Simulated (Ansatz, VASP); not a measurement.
# Two plane-wave programs on Hg

```xyz
1
Lattice="1.9381 1.1190 2.1818 -1.9381 1.1190 2.1818 0.0000 -2.2379 2.1818" Properties=species:S:1:pos:R:3 pbc="T T T"
Hg    0.0000    0.0000    0.0000
```

Alike in both runs: functional PBE; k mesh 8 × 8 × 8; occupations gaussian, width 0.05 eV; no spin polarisation.

Ansatz relaxed the structure, and its values are those at the end. VASP's run is a single point on that final structure, the one shown.

|  | VASP | Ansatz |
| --- | --- | --- |
| version | VASP 6.6.1 | Ansatz 0.2.0 |
| potentials or method | VASP PAW PBE potentials, release 64 (Hg), cutoff 500 eV | scalar-relativistic, plane waves, PAW |
| valence electrons in the cell | 12 | 20 |

|  | VASP | Ansatz | Ansatz less VASP |
| --- | --- | --- | --- |
| pressure (GPa) | 0.2 | 0.1 | -0.18 |

VASP's potentials hold 12 valence electrons a cell and Ansatz's 20, so a difference there can come from the potentials and not from the codes.

Spin-orbit coupling is off throughout.
